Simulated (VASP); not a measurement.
A run of VASP 6.6.1 is set up as follows.

The input INCAR:

```
SYSTEM = BP
ALGO = Normal
EDIFF = 1E-6
ENCUT = 500
GGA = PS
GGA_COMPAT = .FALSE.
ISIF = 2
ISMEAR = -1
LASPH = .TRUE.
LCHARG = .TRUE.
LELF = .TRUE.
LREAL = .FALSE.
LVHAR = .TRUE.
LWAVE = .FALSE.
NBANDS = 11
NELM = 120
PREC = Accurate
SIGMA = 0.1
```

Contents of KPOINTS:

```
k-points
0
G
  15 15 15
  0 0 0
```

Contents of POSCAR:

```
BP
1.0
    0.0000000000      2.1449541079      2.1449541079
    2.1449541079      0.0000000000      2.1449541079
    2.1449541079      2.1449541079      0.0000000000
B P
1 1
Direct
    0.0000000000      0.0000000000      0.0000000000
    0.5000000000      0.5000000000      0.5000000000
```

Potentials or basis: VASP PAW PBE potentials, release 64 (B, P).

Run with:

```bash
$ cat potpaw_PBE.64/B/POTCAR potpaw_PBE.64/P/POTCAR > POTCAR
$ mpirun -np 1 vasp_std > vasp.out
```

Problem. Predict the pressure.

Solution. 0.2 GPa.

Problem. Estimate the band gap on the k mesh.

Solution. Zero (bands 4 and 5 overlap by 4.11 eV).

Caveat: the PAW data sets were made with another functional, which shifts forces and pressure a little.
